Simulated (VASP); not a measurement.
# PbI2 (P-3m1) in VASP: a series of runs

The runs below take PbI2 through single point, relaxation of cell and atoms, with LDA.

All numbers are computed with VASP 6.6.1; they aren't measurements. Logs are shortened: lines on timing, memory, paths and dates and some standing lists are left out, and cuts for length are marked.

## Step 1: The cell of the first run

Symmetry: P-3m1, No. 164, trigonal system. Conventional cell: a = 4.471 Å, b = 4.471 Å, c = 6.787 Å, α = 90.00°, β = 90.00°, γ = 120.00°. Within 4.2 Å of Pb (site symmetry -3m) lie 6 I at 3.18 Å. Within 4.2 Å of I (site symmetry 3m) lie 3 Pb at 3.18 Å and 3 I at 4.00 Å.

## Step 2: Single point, LDA

INCAR

```
PREC = Accurate
ENCUT = 500
EDIFF = 1E-6
ISMEAR = 0
SIGMA = 0.02
LREAL = F
LASPH = T
NELM = 120
ALGO = Normal
ISIF = 2
LWAVE = F
LCHARG = F
NBANDS = 21
GGA_COMPAT = F
```

KPOINTS

```
Automatic mesh
0
Gamma
  6 6 4
```

POSCAR

```
PbI2
1.0
    4.4711687668      0.0000000000      0.0000000000
   -2.2355843834      3.8721457367      0.0000000000
    0.0000000000      0.0000000000      6.7870121744
Pb I
1 2
Direct
    0.0000000000      0.0000000000      0.0000000000
    0.3333333333      0.6666666667      0.2744209202
    0.6666666667      0.3333333333      0.7255790798
```

Potentials or basis: VASP PAW LDA potentials, release 64 (Pb_d, I).

Run with:

```
> cat potpaw_LDA.64/Pb_d/POTCAR potpaw_LDA.64/I/POTCAR > POTCAR
> mpirun -np 1 vasp_std > vasp.out
```

OUTCAR:

```text
PREC = Accurate
   ENCUT = 500
   EDIFF = 1E-6
   ISMEAR = 0
   LREAL = F
   LASPH = T
   NELM = 120
   ISIF = 2

 ion  position               nearest neighbor table
   1  0.000  0.000  0.000-   2 3.18   3 3.18   3 3.18   2 3.18   3 3.18   2 3.18
   2  0.333  0.667  0.274-   1 3.18   1 3.18   1 3.18
   3  0.667  0.333  0.726-   1 3.18   1 3.18   1 3.18

  LATTYP: Found a hexagonal cell.
 ALAT       =     4.4711687668
 C/A-ratio  =     1.5179503455

  Lattice vectors:

 A1 = (   4.4711687668,   0.0000000000,   0.0000000000)
 A2 = (  -2.2355843834,   3.8721457367,   0.0000000000)
 A3 = (   0.0000000000,   0.0000000000,   6.7870121744)

Analysis of symmetry for initial positions (statically):
=====================================================================
 Subroutine PRICEL returns:
 Original cell was already a primitive cell.

 Routine SETGRP: Setting up the symmetry group for a
 hexagonal supercell.

 Subroutine GETGRP returns: Found 12 space group operations
 (whereof 12 operations were pure point group operations)
 out of a pool of 24 trial point group operations.

The static configuration has the point symmetry D_3d.

Analysis of symmetry for dynamics (positions and initial velocities):
=====================================================================
 Subroutine PRICEL returns:
 Original cell was already a primitive cell.

 Routine SETGRP: Setting up the symmetry group for a
 hexagonal supercell.

 Subroutine GETGRP returns: Found 12 space group operations
 (whereof 12 operations were pure point group operations)
 out of a pool of 24 trial point group operations.

The dynamic configuration has the point symmetry D_3d.

 Subroutine INISYM returns: Found 12 space group operations
 (whereof 12 operations are pure point group operations),
 and found     1 'primitive' translations

----------------------------------------------------------------------------------------

                                     Primitive cell

  volume of cell :     117.5037

  direct lattice vectors                    reciprocal lattice vectors
     4.471168767  0.000000000  0.000000000     0.223655168  0.129127371  0.000000000
    -2.235584383  3.872145737  0.000000000     0.000000000  0.258254742  0.000000000
     0.000000000  0.000000000  6.787012174     0.000000000  0.000000000  0.147340240

  length of vectors
     4.471168767  4.471168767  6.787012174     0.258254742  0.258254742  0.147340240

  position of ions in fractional coordinates (direct lattice)
     0.000000000  0.000000000  0.000000000
     0.333333333  0.666666667  0.274420920
     0.666666667  0.333333333  0.725579080

  ion indices of the primitive-cell ions
   primitive index   ion index
                 1           1
                 2           2
                 3           3

----------------------------------------------------------------------------------------

 KPOINTS: Automatic mesh

Automatic generation of k-mesh.
 Grid dimensions read from file:
 generate k-points for:    6    6    4

 Generating k-lattice:

  Cartesian coordinates                     Fractional coordinates (reciprocal lattice)
     0.037275861  0.021521229  0.000000000     0.166666667  0.000000000  0.000000000
     0.000000000  0.043042457  0.000000000     0.000000000  0.166666667  0.000000000
     0.000000000  0.000000000  0.036835060     0.000000000  0.000000000  0.250000000

  Length of vectors
     0.043042457  0.043042457  0.036835060

  Shift w.r.t. Gamma in fractional coordinates (k-lattice)
     0.000000000  0.000000000  0.000000000

 Subroutine IBZKPT returns following result:
 ===========================================

 Found     24 irreducible k-points:

 Following reciprocal coordinates:
            Coordinates               Weight
  0.000000  0.000000  0.000000      1.000000
  0.166667 -0.000000  0.000000      6.000000
  0.333333 -0.000000  0.000000      6.000000
  0.500000  0.000000  0.000000      3.000000
  0.166667  0.166667  0.000000      6.000000
  0.333333  0.166667  0.000000     12.000000
[... 16 lines left out ...]
  0.333333  0.166667  0.500000     12.000000
  0.333333  0.333333  0.500000      2.000000
   k-points           NKPTS =     24   k-points in BZ     NKDIM =     24   number of bands    NBANDS=     21
   number of dos      NEDOS =    301   number of ions     NIONS =      3
   total plane-waves  NPLWV =  64800
   dimension x,y,z NGX =    36 NGY =   36 NGZ =   50
   dimension x,y,z NGXF=    72 NGYF=   72 NGZF=  100
   ions per type =               1   2
   NGX,Y,Z   is equivalent  to a cutoff of  13.39, 13.39, 12.25 a.u.
   NGXF,Y,Z  is equivalent  to a cutoff of  26.77, 26.77, 24.49 a.u.
 SYSTEM =  unknown system
   PREC   = accura    normal or accurate (medium, high low for compatibility)
   ISTART =      0    job   : 0-new  1-cont  2-samecut
   ICHARG =      2    charge: 1-file 2-atom 10-const
   ISPIN  =      1    spin polarized calculation?
   LNONCOLLINEAR =      F non collinear calculations
   LSORBIT =      F    spin-orbit coupling
   LASPH  =      T    aspherical Exc in radial PAW
   ENCUT  =  500.0 eV  36.75 Ry    6.06 a.u.   8.15  8.15 12.37*2*pi/ulx,y,z
   NELM   =    120;   NELMIN=  2; NELMDL= -5     # of ELM steps
   EDIFF  = 0.1E-05   stopping-criterion for ELM
   LREAL  =      F    real-space projection
   EDIFFG = 0.1E-04   stopping-criterion for IOM
   NSW    =      0    number of steps for IOM
   IBRION =     -1    ionic relax: 0-MD 1-quasi-New 2-CG
   NFREE  =      0    steps in history (QN), initial steepest desc. (CG)
   ISIF   =      2    stress and relaxation
   ISYM   =      2    0-nonsym 1-usesym 2-fastsym
   POTIM  = 0.5000    time-step for ionic-motion
   TEBEG  =    0.0;   TEEND  =   0.0 temperature during run
   PSTRESS=    0.0 pullay stress
   NELECT =      28.0000    total number of electrons
   NUPDOWN=      -1.0000    fix difference up-down
   EMIN   =  10.00;   EMAX   =-10.00  energy-range for DOS
   EFERMI =   0.00;   METHOD = LEGACY
   ISMEAR =     0;   SIGMA  =   0.02  broadening in eV -4-tet -1-fermi 0-gaus
   EFERMI_NEDOS =   21; number of points for ismear=-14 and -15
   IALGO  =     38    algorithm
   IMIX   =      4    mixing-type and parameters
     AMIX     =   0.40;   BMIX     =  1.00
     AMIX_MAG =   1.60;   BMIX_MAG =  1.00
  volume/ion in A,a.u.               =      39.17       264.32
  Fermi-wavevector in a.u.,A,eV,Ry     =   1.014948  1.917973 14.015621  1.030119
  Thomas-Fermi vector in A             =   2.148205
   LORBIT       =      0    0 simple, 1 ext, 2 COOP (PROOUT), +10 PAW based schemes
   GGA     = CA    functional components
   LHFCALC =     F    Hartree Fock is set to
   AEXX    =    0.0000 exact exchange contribution
   IVDW    =     0    specifies the selected vdW correction
   LEPSILON=     F    determine dielectric tensor
   LRPA    =     F    only Hartree local field effects (RPA)
 non-spin polarized calculation
 Gauss-broadening in eV      SIGMA  =   0.02
  energy-cutoff  :      500.00
  volume of cell :      117.50
 maximum number of plane-waves:      3006
 NGX is ok and might be reduce to    36
   NGX = 17   NGY = 17   NGZ = 25

 number of electron      28.0000002 magnetization

 Free energy of the ion-electron system (eV)
  ---------------------------------------------------
  ext. energy  EPLUGINS =         0.00000000
  ---------------------------------------------------
  free energy    TOTEN  =       -10.04920324 eV

  energy without entropy =      -10.04920324  energy(sigma->0) =      -10.04920324

 E-fermi :   3.4569     XC(G=0):  -8.8027

 val. band max:        3.3054615558   @ k =   0.0000   0.0000   0.5000
 cond. band min:       5.2022823925   @ k =   0.0000   0.0000   0.5000
 fundamental gap:      1.8968208367
 Fermi energy:         3.4568946854

 k-point     1 :       0.0000    0.0000    0.0000
  band No.  band energies     occupation
      1     -12.9521      2.00000
      2     -12.9521      2.00000
      3     -12.9260      2.00000
      4     -12.9187      2.00000
      5     -12.9187      2.00000
      6      -9.3843      2.00000
[... 13 lines left out ...]
     20      10.6837      0.00000
     21      11.0384      0.00000

 k-point     2 :       0.1667   -0.0000    0.0000
  band No.  band energies     occupation
      1     -12.9648      2.00000
      2     -12.9481      2.00000
      3     -12.9235      2.00000
      4     -12.9199      2.00000
      5     -12.9167      2.00000
      6      -9.2442      2.00000
[... 13 lines left out ...]
     20      10.6145      0.00000
     21      11.0259      0.00000

 k-point     3 :       0.3333   -0.0000    0.0000
  band No.  band energies     occupation
      1     -12.9917      2.00000
      2     -12.9436      2.00000
      3     -12.9277      2.00000
      4     -12.9114      2.00000
      5     -12.9093      2.00000
      6      -8.8948      2.00000
[... 13 lines left out ...]
     20      11.5176      0.00000
     21      11.8780      0.00000

 k-point     4 :       0.5000    0.0000    0.0000
  band No.  band energies     occupation
      1     -13.0053      2.00000
      2     -12.9428      2.00000
      3     -12.9300      2.00000
      4     -12.9066      2.00000
      5     -12.9041      2.00000
      6      -8.6315      2.00000
[... 13 lines left out ...]
     20      12.3428      0.00000
     21      12.8740      0.00000

 k-point     5 :       0.1667    0.1667    0.0000
  band No.  band energies     occupation
      1     -12.9803      2.00000
      2     -12.9490      2.00000
      3     -12.9230      2.00000
      4     -12.9191      2.00000
      5     -12.9098      2.00000
      6      -8.9962      2.00000
[... 13 lines left out ...]
     20      11.1849      0.00000
     21      11.7970      0.00000

 k-point     6 :       0.3333    0.1667    0.0000
  band No.  band energies     occupation
      1     -12.9942      2.00000
      2     -12.9531      2.00000
      3     -12.9248      2.00000
      4     -12.9115      2.00000
      5     -12.9057      2.00000
      6      -8.6504      2.00000
[... 13 lines left out ...]
     20      11.5435      0.00000
     21      12.6893      0.00000

 k-point     7 :       0.3333    0.3333    0.0000
  band No.  band energies     occupation
      1     -12.9764      2.00000
      2     -12.9764      2.00000
      3     -12.9152      2.00000
      4     -12.9152      2.00000
      5     -12.9090      2.00000
      6      -8.4245      2.00000
[... 13 lines left out ...]
     20      10.2270      0.00000
     21      12.3174      0.00000
[... 291 lines left out ...]
      1     -12.9924      2.00000
      2     -12.9437      2.00000
      3     -12.9278      2.00000
      4     -12.9112      2.00000
      5     -12.9093      2.00000
      6      -8.7109      2.00000
[... 13 lines left out ...]
     20      10.8280      0.00000
     21      11.1074      0.00000

 k-point    21 :       0.5000    0.0000    0.5000
  band No.  band energies     occupation
      1     -13.0061      2.00000
      2     -12.9428      2.00000
      3     -12.9300      2.00000
      4     -12.9065      2.00000
      5     -12.9041      2.00000
      6      -8.5195      2.00000
[... 13 lines left out ...]
     20      11.4379      0.00000
     21      12.1315      0.00000

 k-point    22 :       0.1667    0.1667    0.5000
  band No.  band energies     occupation
      1     -12.9809      2.00000
      2     -12.9490      2.00000
      3     -12.9231      2.00000
      4     -12.9190      2.00000
      5     -12.9098      2.00000
      6      -8.7926      2.00000
[... 13 lines left out ...]
     20      10.7775      0.00000
     21      10.9311      0.00000

 k-point    23 :       0.3333    0.1667    0.5000
  band No.  band energies     occupation
      1     -12.9948      2.00000
      2     -12.9532      2.00000
      3     -12.9248      2.00000
      4     -12.9114      2.00000
      5     -12.9056      2.00000
      6      -8.5327      2.00000
[... 13 lines left out ...]
     20      11.1931      0.00000
     21      11.4050      0.00000

 k-point    24 :       0.3333    0.3333    0.5000
  band No.  band energies     occupation
      1     -12.9768      2.00000
      2     -12.9768      2.00000
      3     -12.9152      2.00000
      4     -12.9152      2.00000
      5     -12.9088      2.00000
      6      -8.4183      2.00000
[... 13 lines left out ...]
     20      10.7855      0.00000
     21      11.2892      0.00000

------------------------ aborting loop because EDIFF is reached ----------------------------------------

  FORCE on cell =-STRESS in cart. coord.  units (eV):
  Direction    XX          YY          ZZ          XY          YZ          ZX
  --------------------------------------------------------------------------------------
  -------------------------------------------------------------------------------------
  Total        0.0275720      0.0275720      0.0238169      0.0000000      0.0000000      0.0000000
  in kB        0.3759481      0.3759481      0.3247460      0.0000000      0.0000000      0.0000000
  external PRESSURE =       0.3588808 kB  Pullay stress =       0.0000000 kB

 VOLUME and BASIS-vectors are now :
 -----------------------------------------------------------------------------
  energy-cutoff  :      500.00
  volume of cell :      117.50
      direct lattice vectors                 reciprocal lattice vectors
     4.471168767  0.000000000  0.000000000     0.223655168  0.129127371  0.000000000
    -2.235584383  3.872145737  0.000000000     0.000000000  0.258254742  0.000000000
     0.000000000  0.000000000  6.787012174     0.000000000  0.000000000  0.147340240

 POSITION                                       TOTAL-FORCE (eV/Angst)
 -----------------------------------------------------------------------------------
      0.00000      0.00000      0.00000         0.000000      0.000000      0.000000
     -0.00000      2.58143      1.86250        -0.000000     -0.000000      0.013743
      2.23558      1.29072      4.92451         0.000000      0.000000     -0.013743
 -----------------------------------------------------------------------------------
    total drift:                                0.000000      0.000000     -0.000000

  FREE ENERGIE OF THE ION-ELECTRON SYSTEM (eV)
  ---------------------------------------------------
  free  energy   TOTEN  =       -10.0492032428 eV

  energy  without entropy=      -10.0492032428  energy(sigma->0) =      -10.04920324
```

Run time: 85 s. Hardware: 1 thread of Intel Xeon 8259CL, shared host; peak memory 0.22 GiB.

What came out:

| Property | Result |
| --- | --- |
| Free energy | -10.0492 eV |
| Pressure | 0.0 GPa |
| Largest force | 0.014 eV/Å |
| Band gap on the k mesh | 1.90 eV |

Forces on the atoms (eV/Å):
```
Pb   0.000  0.000  0.000
I    0.000  0.000  0.014
I    0.000  0.000 -0.014
```

Caveat: spin-orbit coupling is left out, which moves the levels of the heavy elements.

## Step 3: Relaxation of cell and atoms, LDA

This run uses another cell than the first one, of 48.59 Å³/atom.

INCAR

```
  PREC = Accurate
  ENCUT = 500
  EDIFF = 1E-7
  ISMEAR = 0
  SIGMA = 0.02
  LREAL = False
  LASPH = True
  NELM = 120
  ALGO = Normal
  ISIF = 3
  LWAVE = False
  LCHARG = False
  IBRION = 2
  NSW = 70
  EDIFFG = -0.005
  GGA_COMPAT = False
  NELMIN = 4
```

KPOINTS is that of step 2.

POSCAR

```
PbI2
1.0
    4.6785475783      0.0000000000      0.0000000000
   -2.3392737891      4.0517410556      0.0000000000
    0.0000000000      0.0000000000      7.6903754175
Pb I
1 2
Direct
    0.0000000000      0.0000000000      0.0000000000
    0.3333333333      0.6666666667      0.2412822981
    0.6666666667      0.3333333333      0.7587177019
```

Potentials or basis: VASP PAW LDA potentials, release 64 (Pb_d, I).

Run with:

```
> cat potpaw_LDA.64/Pb_d/POTCAR potpaw_LDA.64/I/POTCAR > POTCAR
> mpirun -np 1 vasp_std > vasp.out
```

It took 24 min on 1 thread of Intel Xeon 8259CL, shared host; peak memory 0.25 GiB.

Results (log left out):

```yaml
Free_energy: -10.0525 eV
Relaxed_volume: 39.14 Å³/atom
Relaxed_cell: a = 4.469 Å, b = 4.469 Å, c = 6.790 Å, α = 90.00°, β = 90.00°, γ = 120.00°
Space_group_after_relaxing_to_0.1_Å: P-3m1 (No. 164)
Energy_gained_by_relaxing: 57.3 meV/atom
Ionic_steps: 21
Pressure_after_relaxing: 0.0 GPa
Largest_force_after_relaxing: 0.004 eV/Å
Band_gap_on_the_k_mesh: 1.89 eV
```

Forces in eV/Å, atoms in the order of the input:
```
Pb   0.000  0.000  0.000
I    0.000  0.000 -0.004
I    0.000  0.000  0.004
```

Step by step:
| step | energy change (eV) | largest force (eV/Å) | pressure (GPa) | volume (Å³) |
| --- | --- | --- | --- | --- |
| 1 | 0.0000 | 0.3019 | -2.16 | 145.78 |
| 2 | -0.0961 | 0.2416 | 0.13 | 132.37 |
| 3 | -0.0967 | 0.1980 | -0.07 | 133.27 |
| 4 | -0.1006 | 0.1896 | -0.06 | 132.65 |
| 5 | -0.1110 | 0.1639 | -0.06 | 130.79 |
| 6 | -0.1251 | 0.1068 | -0.05 | 127.12 |
| 7 | -0.1219 | 0.0382 | 0.02 | 119.95 |
| 8 | -0.1294 | 0.0529 | -0.03 | 124.12 |
| 9 | -0.1356 | 0.0520 | -0.02 | 123.13 |
| 10 | -0.1524 | 0.0445 | 0.05 | 120.17 |
| 11 | -0.1648 | 0.0187 | 0.50 | 114.21 |
| 12 | -0.1658 | 0.0141 | 0.33 | 115.92 |
| 13 | -0.1672 | 0.1218 | -0.49 | 118.54 |
| 14 | -0.1689 | 0.0659 | -0.16 | 117.43 |
| 15 | -0.1716 | 0.0299 | -0.05 | 117.26 |
| 16 | -0.1718 | 0.0184 | -0.01 | 117.19 |
| 17 | -0.1718 | 0.0173 | -0.01 | 117.19 |
| 18 | -0.1719 | 0.0079 | 0.03 | 117.13 |
| 19 | -0.1719 | 0.0047 | 0.04 | 117.12 |
| 20 | -0.1719 | 0.0045 | 0.03 | 117.19 |
| 21 | -0.1719 | 0.0037 | 0.00 | 117.43 |

Final structure:
```yaml
crystal:
  lattice:
    - [4.46887, 0.00000, 0.00000]
    - [-2.23444, 3.87016, 0.00000]
    - [0.00000, 0.00000, 6.78974]
  atoms:
    - { symbol: Pb, position: [0.00000, 0.00000, 0.00000] }
    - { symbol: I, position: [0.33333, 0.66667, 0.27507] }
    - { symbol: I, position: [0.66667, 0.33333, 0.72493] }
```

Levels at points of the mesh, in eV from the valence-band top:
```
           k point  band 11  band 12  band 13  band 14  band 15  band 16  band 17  band 18
(0.00, 0.00, 0.00)    -1.21    -1.18    -1.18    -0.93     2.23     3.15     3.15     6.25
(0.50, 0.00, 0.00)    -2.43    -2.11    -0.95    -0.47     2.48     3.33     4.48     4.56
(0.00, 0.00, 0.50)    -1.41    -0.91    -0.91     0.00     1.89     2.89     2.89     5.82
(0.50, 0.00, 0.50)    -2.03    -1.77    -1.49    -0.85     2.81     3.41     3.96     5.42
```

Caveat: the volume moved by over 15 % at a fixed basis, so the end points are rough; spin-orbit coupling is left out, which moves the levels of the heavy elements. Zero-point motion and thermal expansion aren't in these numbers.
